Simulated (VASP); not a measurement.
Write the native input for VASP 6.6.1 that does the following.

* Task: single point
* Functional: PBE-based screened hybrid with 10 % exact exchange
* Potentials or basis: VASP PAW PBE potentials, release 64 (Cu, F)
* Cutoff: 520 eV
* k mesh: 6 × 6 × 4
* Occupations: fermi-dirac, width 0.05 eV
* Spin: no spin polarisation
* Dipole correction: no
* Grid for exact exchange (PRECFOCK): Normal
* Share of exact exchange: 0.1
* Further INCAR settings: ALGO = Normal; EDIFF = 1e-06; NBANDS = 16
* Screening parameter: 0.2 1/Å

The system is CuF.

```
Cu F
1.0
     2.47101    0.00000    0.00000
     0.00000    2.47101    0.00000
     0.00000    0.00000    3.41650
Cu F
1 1
Direct
  0.00000 0.00000 0.00000
  0.50000 0.50000 0.50000
```

These files were run (other wordings do the same):

POSCAR

```
CuF
1.0
    2.4710065500      0.0000000000      0.0000000000
    0.0000000000      2.4710065500      0.0000000000
    0.0000000000      0.0000000000      3.4165013900
Cu F
1 1
Direct
    0.0000000000      0.0000000000      0.0000000000
    0.5000000000      0.5000000000      0.5000000000
```

INCAR.step1

```
ALGO = Normal ; EDIFF = 1E-5
ENCUT = 520 ; GGA = PE
ISIF = 2 ; ISMEAR = -1
LASPH = T ; LCHARG = F
LREAL = F ; LWAVE = T
NBANDS = 16 ; NELM = 80
PREC = Accurate ; SIGMA = 0.05
```

INCAR.step2

```
AEXX = 0.1 ; ALGO = Normal
EDIFF = 1E-6 ; ENCUT = 520
GGA = PE ; HFSCREEN = 0.2
ISIF = 2 ; ISMEAR = -1
ISTART = 1 ; LASPH = T
LCHARG = F ; LHFCALC = T
LREAL = F ; LWAVE = F
NBANDS = 16 ; NELM = 80
PREC = Accurate ; PRECFOCK = Normal
SIGMA = 0.05
```

KPOINTS

```
k-points
0
Gamma
  6 6 4
```

Potentials or basis: VASP PAW PBE potentials, release 64 (Cu, F).

Command:

```bash
$ cat potpaw_PBE.64/Cu/POTCAR potpaw_PBE.64/F/POTCAR > POTCAR
$ cp INCAR.step1 INCAR
$ mpirun -np 1 vasp_std > vasp.out
$ cp INCAR.step2 INCAR
$ mpirun -np 1 vasp_std > vasp.out
```

Results of the run:

```yaml
Pressure: 2.5 GPa
Band_gap_on_the_k_mesh: zero (bands 9 and 10 overlap by 0.54 eV)
```

Caveat: the k points lie up to 0.46 Å⁻¹ apart, too coarse for converged energies and pressures of a metal; the PAW data sets were made with another functional, which shifts forces and pressure a little.

Run time: 34 min on 1 thread of Intel Xeon 8259CL (shared host), peak memory 0.24 GiB.
